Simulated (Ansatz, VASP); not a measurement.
**ZnS: VASP beside Ansatz**

```xyz
8
Lattice="1.9370 3.3550 0.0000 -1.9370 3.3550 0.0000 0.0000 0.0000 12.6561" Properties=species:S:1:pos:R:3 pbc="T T T"
Zn    0.0000    0.0000    0.0000
Zn    0.0000    0.0000    6.3281
Zn    0.0000    2.2367    3.1640
Zn    0.0000    4.4733    9.4921
S     0.0000    0.0000    2.3730
S     0.0000    0.0000    8.7011
S     0.0000    2.2367    5.5371
S     0.0000    4.4733   11.8651
```

Alike in both runs: task single point; functional PBEsol; k mesh 5 × 5 × 2; occupations methfessel-paxton of order 1, width 0.0493 eV; no spin polarisation.

|  | VASP | Ansatz |
| --- | --- | --- |
| version | VASP 6.6.1 | Ansatz 0.2.0 |
| potentials or method | VASP PAW PBE potentials, release 64 (Zn, S), cutoff 520 eV | PAW plane waves |
| valence electrons in the cell | 72 | 72 |

Ansatz gave:

| Property | Result |
| --- | --- |
| gap on the k mesh at the Fermi level (eV) | 1.83 |
| pressure (GPa) | -4.5 |
| rms of the force components (eV/Å) | 0.010 |

Question: What did VASP give for the same quantities?

Answer: gap on the k mesh at the Fermi level (eV): 1.84; pressure (GPa): -4.4; rms of the force components (eV/Å): 0.010.

VASP's potentials were made for PBE, not for PBEsol. Atom by atom the forces differ by 0.000 eV/Å (rms over components). With one functional, cell and mesh, what is left measures potentials, basis and numerics. Ansatz's warnings: structure snapped to symmetry.
